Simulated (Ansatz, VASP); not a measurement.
# Two plane-wave programs on RbAgBr2

INCAR

```
SYSTEM = RbAgBr2
  PREC = Accurate
  ENCUT = 520
  EDIFF = 1E-7
  ISMEAR = 0
  SIGMA = 0.01
  LREAL = .FALSE.
  LASPH = .TRUE.
  NELM = 60
  ALGO = Normal
  ISIF = 2
  LWAVE = .FALSE.
  LCHARG = .TRUE.
  GGA = PE
  LELF = .TRUE.
  LVHAR = .TRUE.
  NBANDS = 25
```

KPOINTS

```
Automatic mesh
0
G
  6 6 4
  0 0 0
```

Contents of POSCAR:

```
RbAgBr2
1.0
    4.6236684164      0.0000000000      0.0000000000
    0.0000000000      4.6236684164      0.0000000000
    0.0000000000      0.0000000000      6.4967121403
Rb Br Ag
1 2 1
Direct
    0.0000000000      0.0000000000      0.0000000000
    0.0000000000      0.0000000000      0.5000000000
    0.5000000000      0.5000000000      0.0000000000
    0.5000000000      0.5000000000      0.5000000000
```

Input for Ansatz:

```yaml
crystal:
  lattice:
    - [4.6236684164, 0.0, 0.0]
    - [0.0, 4.6236684164, 0.0]
    - [0.0, 0.0, 6.4967121403]
  atoms:
    - { symbol: Rb, position: [0.0, 0.0, 0.0] }
    - { symbol: Br, position: [0.0, 0.0, 0.5] }
    - { symbol: Ag, position: [0.5, 0.5, 0.5] }
    - { symbol: Br, position: [0.5, 0.5, 0.0] }
kpoints:
  mp_grid: { grid: [6, 6, 4] }
hamiltonian:
  xc: pbe
scf:
  occupations: { method: fixed }
  n_extra_bands: 5
output:
  forces: true
  stress: true
  eigenvalues: true
```

Alike in both runs: task single point; functional PBE; k mesh 6 × 6 × 4; no spin polarisation.

|  | VASP | Ansatz |
| --- | --- | --- |
| version | VASP 6.6.1 | Ansatz 0.2.0 |
| potentials or method | VASP PAW PBE potentials, release 64 (Rb_sv, Br, Ag) | plane waves, PAW |
| plane-wave cutoff (eV) | 520 | 420 |
| occupations | gaussian, width 0.01 eV | fixed |
| valence electrons in the cell | 34 | 42 |

```csv
,VASP,Ansatz,Ansatz less VASP
gap on the k mesh at the Fermi level (eV),1.23,1.23,+0.002
pressure (GPa),-0.5,-0.5,-0.02
```

VASP's potentials hold 34 valence electrons a cell and Ansatz's 42, so a difference there can come from the potentials and not from the codes.
